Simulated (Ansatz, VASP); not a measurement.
# Two plane-wave programs on Hf

```
Hf
1.0
     3.18806    0.00000    0.00000
    -1.59403    2.76094    0.00000
     0.00000    0.00000    5.05792
Hf
2
Direct
  0.33333 0.66667 0.25000
  0.66667 0.33333 0.75000
```

Alike in both runs: functional PBE; dispersion D4; k mesh 13 × 13 × 7; occupations fermi-dirac, width 0.15 eV; no spin polarisation.

Ansatz relaxed the structure, and its values are those at the end. VASP's run is a single point on that final structure, the one shown.

|  | VASP | Ansatz |
| --- | --- | --- |
| version | VASP 6.6.1 | Ansatz 0.2.0 |
| potentials or method | VASP PAW PBE potentials, release 64 (Hf_pv) | plane waves, PAW |
| plane-wave cutoff (eV) | 500 | 420 |
| valence electrons in the cell | 20 | 52 |

|  | VASP | Ansatz | Ansatz less VASP |
| --- | --- | --- | --- |
| pressure (GPa) | -0.4 | 0.0 | +0.44 |

VASP's potentials hold 20 valence electrons a cell and Ansatz's 52, so a difference there can come from the potentials and not from the codes.

Spin-orbit coupling is off throughout.
